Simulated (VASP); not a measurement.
# TiW2 (P-3m1) in VASP: further runs

The runs below take TiW2 through single point, with PBE.

Program: VASP 6.6.1. These are calculated values, not measurements. Logs are shortened: lines on timing, memory, paths and dates and some standing lists are left out, and cuts for length are marked.

**1. The cell of the first run**

Symmetry: P-3m1, No. 164, trigonal system. Conventional cell: a = 4.297 Å, b = 4.297 Å, c = 2.659 Å, α = 90.00°, β = 90.00°, γ = 120.00°. Ti (site symmetry -3m) has 12 W at 2.64 to 3.04 Å and 2 Ti at 2.66 Å within 3.5 Å. W (site symmetry 3m) has 8 W at 2.62 to 3.07 Å and 6 Ti at 2.64 to 3.04 Å within 3.5 Å.

**2. Single point, PBE (14.17 Å³/atom)**

INCAR

```
PREC     = Accurate       # precision mode
ENCUT    = 520            # plane-wave cutoff, eV
EDIFF    = 1E-7           # SCF threshold, eV
ISMEAR   = 0              # smearing method
SIGMA    = 0.1            # smearing width, eV
LREAL    = F              # projectors in reciprocal space
LASPH    = T              # aspherical terms in the spheres
NELM     = 60             # most SCF steps
ALGO     = Fast           # electronic algorithm
ISIF     = 2              # what is computed and relaxed
LWAVE    = F              # write WAVECAR
LCHARG   = F              # write CHGCAR
GGA      = PE             # functional
NBANDS   = 27             # bands
```

KPOINTS

```
regular mesh
0
Gamma
  12 12 16
```

POSCAR

```
TiW2
1.0
    4.2967327563      0.0000000000      0.0000000000
   -2.1483663781      3.7210797202      0.0000000000
    0.0000000000      0.0000000000      2.6585386375
Ti W
1 2
Direct
    0.0000000000      0.0000000000      0.0000000000
    0.3333333333      0.6666666667      0.3406753439
    0.6666666667      0.3333333333      0.6593246561
```

Potentials or basis: VASP PAW PBE potentials, release 64 (Ti_sv, W_sv).

On the command line:

```
$ cat potpaw_PBE.64/Ti_sv/POTCAR potpaw_PBE.64/W_sv/POTCAR > POTCAR
$ mpirun -np 1 vasp_std > vasp.out
```

OUTCAR:

```text
PREC = Accurate
   ENCUT = 520
   EDIFF = 1E-7
   ISMEAR = 0
   LREAL = F
   LASPH = T
   NELM = 60
   ISIF = 2
   GGA = PE

 ion  position               nearest neighbor table
   1  0.000  0.000  0.000-   2 2.64   3 2.64   2 2.64   3 2.64   3 2.64   2 2.64   3 3.04   2 3.04
                             2 3.04   3 3.04   3 3.04   2 3.04
   2  0.333  0.667  0.341-   3 2.62   3 2.62   3 2.62   1 2.64   1 2.64   1 2.64   1 3.04   1 3.04
                             1 3.04   3 3.07   3 3.07   3 3.07
   3  0.667  0.333  0.659-   2 2.62   2 2.62   2 2.62   1 2.64   1 2.64   1 2.64   1 3.04   1 3.04
                             1 3.04   2 3.07   2 3.07   2 3.07

  LATTYP: Found a hexagonal cell.
 ALAT       =     4.2967327563
 C/A-ratio  =     0.6187349291

  Lattice vectors:

 A1 = (   4.2967327563,   0.0000000000,   0.0000000000)
 A2 = (  -2.1483663781,   3.7210797202,   0.0000000000)
 A3 = (   0.0000000000,   0.0000000000,   2.6585386375)

Analysis of symmetry for initial positions (statically):
=====================================================================
 Subroutine PRICEL returns:
 Original cell was already a primitive cell.

 Routine SETGRP: Setting up the symmetry group for a
 hexagonal supercell.

 Subroutine GETGRP returns: Found 12 space group operations
 (whereof 12 operations were pure point group operations)
 out of a pool of 24 trial point group operations.

The static configuration has the point symmetry D_3d.

Analysis of symmetry for dynamics (positions and initial velocities):
=====================================================================
 Subroutine PRICEL returns:
 Original cell was already a primitive cell.

 Routine SETGRP: Setting up the symmetry group for a
 hexagonal supercell.

 Subroutine GETGRP returns: Found 12 space group operations
 (whereof 12 operations were pure point group operations)
 out of a pool of 24 trial point group operations.

The dynamic configuration has the point symmetry D_3d.

 Subroutine INISYM returns: Found 12 space group operations
 (whereof 12 operations are pure point group operations),
 and found     1 'primitive' translations

----------------------------------------------------------------------------------------

                                     Primitive cell

  volume of cell :      42.5060

  direct lattice vectors                    reciprocal lattice vectors
     4.296732756  0.000000000  0.000000000     0.232734977  0.134369602  0.000000000
    -2.148366378  3.721079720  0.000000000     0.000000000  0.268739203  0.000000000
     0.000000000  0.000000000  2.658538637     0.000000000  0.000000000  0.376146499

  length of vectors
     4.296732756  4.296732756  2.658538637     0.268739203  0.268739203  0.376146499

  position of ions in fractional coordinates (direct lattice)
     0.000000000  0.000000000  0.000000000
     0.333333333  0.666666667  0.340675344
     0.666666667  0.333333333  0.659324656

  ion indices of the primitive-cell ions
   primitive index   ion index
                 1           1
                 2           2
                 3           3

----------------------------------------------------------------------------------------

 KPOINTS: regular mesh

Automatic generation of k-mesh.
 Grid dimensions read from file:
 generate k-points for:   12   12   16

 Generating k-lattice:

  Cartesian coordinates                     Fractional coordinates (reciprocal lattice)
     0.019394581  0.011197467  0.000000000     0.083333333  0.000000000  0.000000000
     0.000000000  0.022394934  0.000000000     0.000000000  0.083333333  0.000000000
     0.000000000  0.000000000  0.023509156     0.000000000  0.000000000  0.062500000

  Length of vectors
     0.022394934  0.022394934  0.023509156

  Shift w.r.t. Gamma in fractional coordinates (k-lattice)
     0.000000000  0.000000000  0.000000000

 Subroutine IBZKPT returns following result:
 ===========================================

 Found    255 irreducible k-points:

 Following reciprocal coordinates:
            Coordinates               Weight
  0.000000  0.000000  0.000000      1.000000
  0.083333  0.000000  0.000000      6.000000
  0.166667  0.000000  0.000000      6.000000
  0.250000  0.000000  0.000000      6.000000
  0.333333  0.000000  0.000000      6.000000
  0.416667  0.000000  0.000000      6.000000
[... 16 lines left out ...]
  0.166667  0.000000  0.062500      6.000000
  0.000000  0.166667  0.062500      6.000000
 [... further k-points ...]
   k-points           NKPTS =    255   k-points in BZ     NKDIM =    255   number of bands    NBANDS=     27
   number of dos      NEDOS =    301   number of ions     NIONS =      3
   total plane-waves  NPLWV =  20480
   dimension x,y,z NGX =    32 NGY =   32 NGZ =   20
   dimension x,y,z NGXF=    64 NGYF=   64 NGZF=   40
   ions per type =               1   2
   NGX,Y,Z   is equivalent  to a cutoff of  12.38, 12.38, 12.51 a.u.
   NGXF,Y,Z  is equivalent  to a cutoff of  24.76, 24.76, 25.01 a.u.
 SYSTEM =  unknown system
   PREC   = accura    normal or accurate (medium, high low for compatibility)
   ISTART =      0    job   : 0-new  1-cont  2-samecut
   ICHARG =      2    charge: 1-file 2-atom 10-const
   ISPIN  =      1    spin polarized calculation?
   LNONCOLLINEAR =      F non collinear calculations
   LSORBIT =      F    spin-orbit coupling
   LASPH  =      T    aspherical Exc in radial PAW
   ENCUT  =  520.0 eV  38.22 Ry    6.18 a.u.   7.99  7.99  4.94*2*pi/ulx,y,z
   NELM   =     60;   NELMIN=  2; NELMDL= -5     # of ELM steps
   EDIFF  = 0.1E-06   stopping-criterion for ELM
   LREAL  =      F    real-space projection
   EDIFFG = 0.1E-05   stopping-criterion for IOM
   NSW    =      0    number of steps for IOM
   IBRION =     -1    ionic relax: 0-MD 1-quasi-New 2-CG
   NFREE  =      0    steps in history (QN), initial steepest desc. (CG)
   ISIF   =      2    stress and relaxation
   ISYM   =      2    0-nonsym 1-usesym 2-fastsym
   POTIM  = 0.5000    time-step for ionic-motion
   TEBEG  =    0.0;   TEEND  =   0.0 temperature during run
   PSTRESS=    0.0 pullay stress
   NELECT =      40.0000    total number of electrons
   NUPDOWN=      -1.0000    fix difference up-down
   EMIN   =  10.00;   EMAX   =-10.00  energy-range for DOS
   EFERMI =   0.00;   METHOD = LEGACY
   ISMEAR =     0;   SIGMA  =   0.10  broadening in eV -4-tet -1-fermi 0-gaus
   EFERMI_NEDOS =   21; number of points for ismear=-14 and -15
   IALGO  =     68    algorithm
   IMIX   =      4    mixing-type and parameters
     AMIX     =   0.40;   BMIX     =  1.00
     AMIX_MAG =   1.60;   BMIX_MAG =  1.00
  volume/ion in A,a.u.               =      14.17        95.61
  Fermi-wavevector in a.u.,A,eV,Ry     =   1.604272  3.031635 35.017170  2.573689
  Thomas-Fermi vector in A             =   2.700803
   LORBIT       =      0    0 simple, 1 ext, 2 COOP (PROOUT), +10 PAW based schemes
   GGA     = PE    functional components
   LHFCALC =     F    Hartree Fock is set to
   AEXX    =    0.0000 exact exchange contribution
   IVDW    =     0    specifies the selected vdW correction
   LEPSILON=     F    determine dielectric tensor
   LRPA    =     F    only Hartree local field effects (RPA)
 non-spin polarized calculation
 RMM-DIIS sequential band-by-band and
 Gauss-broadening in eV      SIGMA  =   0.10
  energy-cutoff  :      520.00
  volume of cell :       42.51
 maximum number of plane-waves:      1167
   NGX = 15   NGY = 15   NGZ =  9

 number of electron      39.9999993 magnetization

 Free energy of the ion-electron system (eV)
  ---------------------------------------------------
  ext. energy  EPLUGINS =         0.00000000
  ---------------------------------------------------
  free energy    TOTEN  =       -33.35048677 eV

  energy without entropy =      -33.33681260  energy(sigma->0) =      -33.34364968

 E-fermi :  11.7125     XC(G=0): -13.7069

 val. band max:       11.7078786989   @ k =  -0.1667   0.4167   0.1250
 cond. band min:      11.7154356888   @ k =   0.1667   0.0833   0.0625
 fundamental gap:      0.0075569899
 Fermi energy:        11.7124940985

 k-point     1 :       0.0000    0.0000    0.0000
  band No.  band energies     occupation
      1     -61.5486      2.00000
      2     -61.3736      2.00000
      3     -44.2611      2.00000
      4     -26.2496      2.00000
      5     -26.2496      2.00000
      6     -25.4176      2.00000
[... 19 lines left out ...]
     26      15.5822      0.00000
     27      15.5933      0.00000

 k-point     2 :       0.0833    0.0000    0.0000
  band No.  band energies     occupation
      1     -61.5459      2.00000
      2     -61.3763      2.00000
      3     -44.2613      2.00000
      4     -26.2597      2.00000
      5     -26.2445      2.00000
      6     -25.4312      2.00000
[... 19 lines left out ...]
     26      15.2533      0.00000
     27      15.8482      0.00000

 k-point     3 :       0.1667    0.0000    0.0000
  band No.  band energies     occupation
      1     -61.5383      2.00000
      2     -61.3840      2.00000
      3     -44.2620      2.00000
      4     -26.2863      2.00000
      5     -26.2272      2.00000
      6     -25.4647      2.00000
[... 19 lines left out ...]
     26      15.1176      0.00000
     27      15.9065      0.00000

 k-point     4 :       0.2500    0.0000    0.0000
  band No.  band energies     occupation
      1     -61.5264      2.00000
      2     -61.3960      2.00000
      3     -44.2628      2.00000
      4     -26.3202      2.00000
      5     -26.1940      2.00000
      6     -25.5107      2.00000
[... 19 lines left out ...]
     26      15.1771      0.00000
     27      16.0003      0.00000

 k-point     5 :       0.3333    0.0000    0.0000
  band No.  band energies     occupation
      1     -61.5117      2.00000
      2     -61.4108      2.00000
      3     -44.2637      2.00000
      4     -26.3517      2.00000
      5     -26.1462      2.00000
      6     -25.5657      2.00000
[... 19 lines left out ...]
     26      15.3188      0.00000
     27      15.9154      0.00000

 k-point     6 :       0.4167    0.0000    0.0000
  band No.  band energies     occupation
      1     -61.4974      2.00000
      2     -61.4252      2.00000
      3     -44.2643      2.00000
      4     -26.3736      2.00000
      5     -26.0967      2.00000
      6     -25.6183      2.00000
[... 444 lines left out ...]
      1     -61.5419      2.00000
      2     -61.3737      2.00000
      3     -44.2571      2.00000
      4     -26.2529      2.00000
      5     -26.2341      2.00000
      6     -25.4351      2.00000
[... 19 lines left out ...]
     26      15.5002      0.00000
     27      15.8608      0.00000

 k-point    22 :       0.0000    0.0833    0.0625
  band No.  band energies     occupation
      1     -61.5419      2.00000
      2     -61.3737      2.00000
      3     -44.2571      2.00000
      4     -26.2487      2.00000
      5     -26.2378      2.00000
      6     -25.4308      2.00000
[... 19 lines left out ...]
     26      15.5083      0.00000
     27      15.8815      0.00000

 k-point    23 :       0.1667    0.0000    0.0625
  band No.  band energies     occupation
      1     -61.5343      2.00000
      2     -61.3813      2.00000
      3     -44.2577      2.00000
      4     -26.2802      2.00000
      5     -26.2174      2.00000
      6     -25.4733      2.00000
[... 19 lines left out ...]
     26      15.3100      0.00000
     27      15.9176      0.00000

 k-point    24 :       0.0000    0.1667    0.0625
  band No.  band energies     occupation
      1     -61.5343      2.00000
      2     -61.3813      2.00000
      3     -44.2577      2.00000
      4     -26.2736      2.00000
      5     -26.2212      2.00000
      6     -25.4694      2.00000
[... 19 lines left out ...]
     26      15.3332      0.00000
     27      15.9633      0.00000

 [... further k-points ...]
[... 5 lines left out ...]
  --------------------------------------------------------------------------------------
  -------------------------------------------------------------------------------------
  Total        9.9844720      9.9844720     10.0070670      0.0000000      0.0000000      0.0000000
  in kB      376.3443424    376.3443424    377.1960143      0.0000000      0.0000000      0.0000000
  external PRESSURE =     376.6282330 kB  Pullay stress =       0.0000000 kB

 VOLUME and BASIS-vectors are now :
 -----------------------------------------------------------------------------
  energy-cutoff  :      520.00
  volume of cell :       42.51
      direct lattice vectors                 reciprocal lattice vectors
     4.296732756  0.000000000  0.000000000     0.232734977  0.134369602  0.000000000
    -2.148366378  3.721079720  0.000000000     0.000000000  0.268739203  0.000000000
     0.000000000  0.000000000  2.658538637     0.000000000  0.000000000  0.376146499

 POSITION                                       TOTAL-FORCE (eV/Angst)
 -----------------------------------------------------------------------------------
      0.00000      0.00000      0.00000        -0.000000      0.000000      0.000000
     -0.00000      2.48072      0.90570         0.000000      0.000000     -0.015190
      2.14837      1.24036      1.75284        -0.000000     -0.000000      0.015190
 -----------------------------------------------------------------------------------
    total drift:                               -0.000000      0.000000     -0.000000

  FREE ENERGIE OF THE ION-ELECTRON SYSTEM (eV)
  ---------------------------------------------------
  free  energy   TOTEN  =       -33.3504867673 eV

  energy  without entropy=      -33.3368125991  energy(sigma->0) =      -33.34364968
```

It took 11 min on 1 thread of Intel Xeon Platinum 8259CL at 2.50GHz (Skylake/Cascade Lake), shared host; peak memory 0.37 GiB.

What came out:

| Property | Result |
| --- | --- |
| Free energy | -33.3505 eV |
| Pressure | 37.7 GPa |
| Largest force | 0.015 eV/Å |
| Band gap on the k mesh | zero (bands 20 and 21 overlap by 1.51 eV) |

Forces on the atoms (eV/Å):
```
Ti   0.000  0.000  0.000
W    0.000  0.000 -0.015
W    0.000  0.000  0.015
```

Levels at points of the mesh, in eV from the Fermi level:
| k point | band 18 | band 19 | band 20 | band 21 | band 22 | band 23 |
| --- | --- | --- | --- | --- | --- | --- |
| (0.00, 0.00, 0.00) | -1.35 | -1.35 | 0.12 | 0.12 | 0.46 | 3.32 |
| (0.50, 0.00, 0.00) | -2.01 | -0.82 | -0.28 | 1.94 | 2.23 | 2.29 |
| (0.00, 0.00, 0.50) | -2.32 | -1.57 | -1.57 | 3.77 | 3.77 | 4.04 |
| (0.50, 0.00, 0.50) | -2.02 | -1.51 | -0.21 | 1.85 | 2.74 | 2.81 |

Caveat: the cell stands under pressure; spin-orbit coupling is left out, which moves the levels of the heavy elements.

[end of part 1 of 2]
